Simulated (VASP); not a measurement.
Here is a VASP 6.6.1 calculation.

The input INCAR:

```
SYSTEM = Sn
AGGAC = 1.0
AGGAX = 1.0
ALDAC = 0.0
ALDAX = 1.0
ALGO = Normal
EDIFF = 1E-6
EDIFFG = -0.01
ENCUT = 520
GGA = B5
IBRION = 2
ISIF = 2
ISMEAR = 1
KPAR = 2
LASPH = .TRUE.
LCHARG = .FALSE.
LREAL = .FALSE.
LWAVE = .FALSE.
NELM = 80
NSW = 60
PREC = Accurate
SIGMA = 0.01
```

File KPOINTS:

```
Automatic mesh
0
Gamma
  6 6 6
  0.5 0.5 0.5
```

The input POSCAR:

```
Sn
1.0
    0.0000000000      3.2333428000      3.2333428000
    3.2333428000      0.0000000000      3.2333428000
    3.2333428000      3.2333428000      0.0000000000
Sn
2
Direct
    0.7542820000      0.7333970000      0.7589540000
    0.5024800000      0.4999990000      0.4987960000
```

Potentials or basis: VASP PAW PBE potentials, release 64 (Sn_d).

The run is started by

```console
$ cat potpaw_PBE.64/Sn_d/POTCAR > POTCAR
$ mpirun -np 2 vasp_std > vasp.out
```

Task: Estimate the energy gained by relaxing.

Result: 8.3 meV/atom.

Step by step:
```csv
step,energy change (eV),largest force (eV/Å),pressure (GPa)
1,0.0000,0.5006,6.58
2,-0.0153,0.1451,6.43
3,-0.0164,0.0550,6.41
4,-0.0165,0.0285,6.42
5,-0.0165,0.0304,6.43
6,-0.0165,0.0109,6.43
7,-0.0165,0.0109,6.43
8,-0.0166,0.0021,6.43
```

Caveat: the PAW data sets were made with another functional, which shifts forces and pressure a little.
